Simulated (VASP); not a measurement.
BaTiO3:

```
CELL_PARAMETERS angstrom
4.07203 0.00000 0.00000
0.00000 4.07203 0.00000
0.00000 0.00000 4.07203
ATOMIC_POSITIONS crystal
Ba 0.00000 0.00000 0.00000
O 0.50000 0.50000 0.00000
O 0.00000 0.50000 0.50000
O 0.50000 0.00000 0.50000
Ti 0.50000 0.50000 0.50000
```

| Property | Result |
| --- | --- |
| Program | VASP 6.6.1 |
| Task | relaxation of cell and atoms |
| Functional | r2SCAN |
| Potentials or basis | VASP PAW PBE potentials, release 64 (Ba_sv, O, Ti_sv) |
| Cutoff | 600 eV |
| k mesh | 5 × 5 × 5 |
| Occupations | tetrahedron |
| Spin | no spin polarisation |

At the start: pressure -7.7 GPa; volume 13.50 Å³/atom.

Question: How do energy, volume and symmetry change on relaxing?

Answer: Over 3 steps the energy falls by 16.0 meV/atom and the volume is 12.88 Å³/atom (-4.7 %); space group Pm-3m (No. 221, to 0.1 Å) before and after.

The path:
```tsv
step	energy change (eV)	largest force (eV/Å)	pressure (GPa)	volume (Å³)
1	0.0000	0.0000	-7.73	67.52
2	0.0056	0.0000	9.55	61.35
3	-0.0799	0.0000	-0.06	64.38
```

Final structure:
```
CELL_PARAMETERS angstrom
4.00784 0.00000 0.00000
0.00000 4.00784 0.00000
0.00000 0.00000 4.00784
ATOMIC_POSITIONS crystal
Ba 0.00000 0.00000 0.00000
O 0.50000 0.50000 0.00000
O 0.00000 0.50000 0.50000
O 0.50000 0.00000 0.50000
Ti 0.50000 0.50000 0.50000
```

Caveat: the PAW data sets were made with another functional, which shifts forces and pressure a little.
